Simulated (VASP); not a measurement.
Wanted: the native input for a VASP 6.6.1 run.

```
Task                   : single point
Functional             : PBE
Potentials or basis    : VASP PAW PBE potentials, release 64 (Ti_sv)
Cutoff                 : 520 eV
k mesh                 : 26 × 26 × 26
Occupations            : gaussian, width 0.15 eV
Spin                   : no spin polarisation
Dipole correction      : no
Further INCAR settings : ALGO = Fast; EDIFF = 1e-07; NBANDS = 12
```

The structure of Ti lies in POSCAR:

```
Ti
1.0
   -1.6277527636      1.7905280400      1.6277527636
    1.6277527636     -1.7905280400      1.6277527636
    1.6277527636      1.7905280400     -1.6277527636
Ti
1
Direct
    0.0000000000      0.0000000000      0.0000000000
```

This cell differs from its parent crystal: strain +0.1000 x Voigt [0, 1, 0, 0, 0, 0].

These files were run (other wordings do the same):

INCAR

```
ALGO = Fast ; EDIFF = 1E-7
ENCUT = 520 ; GGA = PE
ISIF = 2 ; ISMEAR = 0
LASPH = T ; LCHARG = F
LREAL = F ; LWAVE = F
NBANDS = 12 ; NELM = 80
PREC = Accurate ; SIGMA = 0.15
```

KPOINTS

```
k-points
0
Gamma
  26 26 26
```

Potentials or basis: VASP PAW PBE potentials, release 64 (Ti_sv).

Run with:

```sh
$ cat potpaw_PBE.64/Ti_sv/POTCAR > POTCAR
$ mpirun -np 1 vasp_std > vasp.out
```

Results of the run:

| Quantity | Value |
| --- | --- |
| Pressure | -8.5 GPa |
| Band gap on the k mesh | zero (bands 6 and 7 overlap by 1.49 eV) |

Caveat: the cell differs from its parent crystal (strain +0.1000 x Voigt [0, 1, 0, 0, 0, 0]); the cell stands under tension.

Run time: 6.3 min on 1 thread of Intel Xeon 8259CL (shared host), peak memory 0.4 GiB.
